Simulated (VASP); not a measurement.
## Ag: relaxation of cell and atoms with PBEsol

Ag:

```xyz
4
Lattice="2.8491 0.0000 0.0000 -1.4246 2.4674 0.0000 0.0000 0.0000 9.3053" Properties=species:S:1:pos:R:3 pbc="T T T"
Ag    0.0000    0.0000    0.0000
Ag    0.0000    0.0000    4.6526
Ag    0.0000    1.6450    2.3263
Ag    1.4246    0.8225    6.9789
```

This isn't the form of Ag at room conditions, which is fcc.

- Program: VASP 6.6.1
- Task: relaxation of cell and atoms
- Functional: PBEsol
- Potentials or basis: VASP PAW PBE potentials, release 64 (Ag)
- Cutoff: 600 eV
- k mesh: 18 × 18 × 6
- Occupations: gaussian, width 0.1 eV
- Spin: no spin polarisation
- Target pressure: 2 GPa
- Dipole correction: no
- Further INCAR settings: ALGO = Fast; EDIFF = 1e-06; IBRION = 2; EDIFFG = -0.008; NSW = 70; ISIF = 3

```yaml
Relaxed_volume: 16.37 Å³/atom
Relaxed_cell: a = 2.850 Å, b = 2.850 Å, c = 9.309 Å, α = 90.00°, β = 90.00°, γ = 120.00°
Space_group_after_relaxing_to_0.1_Å: P6_3/mmc (No. 194)
Energy_change_on_relaxing_the_run_minimises_the_enthalpy: -0.2 meV/atom
Ionic_steps: 3
Pressure_after_relaxing: 2.0 GPa
Band_gap_on_the_k_mesh: zero (bands 22 and 23 overlap by 6.63 eV)
```

The path:
```tsv
step	energy change (eV)	largest force (eV/Å)	pressure (GPa)	volume (Å³)
1	0.0000	0.0000	2.15	65.42
2	-0.0019	0.0000	1.87	65.57
3	-0.0008	0.0000	1.99	65.48
```

Final structure:
```
Ag
1.0
     2.84993    0.00000    0.00000
    -1.42497    2.46811    0.00000
     0.00000    0.00000    9.30896
Ag
4
Direct
  0.00000 0.00000 0.00000
  0.00000 0.00000 0.50000
  0.33333 0.66667 0.25000
  0.66667 0.33333 0.75000
```

Levels at points of the mesh, in eV from the Fermi level:
```
           k point  band 20  band 21  band 22  band 23  band 24  band 25
(0.00, 0.00, 0.00)    -3.38    -3.38    -2.95    -2.95    -0.53     3.86
(0.50, 0.00, 0.00)    -2.72    -0.28     0.66     1.10     1.63     4.57
(0.00, 0.00, 0.50)    -3.13    -3.13    -3.13    -2.59    -2.59     6.74
(0.50, 0.00, 0.50)    -2.76     0.22     0.22     1.45     1.45     4.97
```

Wall time 3.2 min on 1 thread of Intel(R) Xeon(R) 6975P-C (Granite Rapids), with other jobs on the host, peak memory 0.38 GiB.

Caveat: the cell is relaxed towards a set pressure, so the run minimises the enthalpy, not the energy; the PAW data sets were made with another functional, which shifts forces and pressure a little.
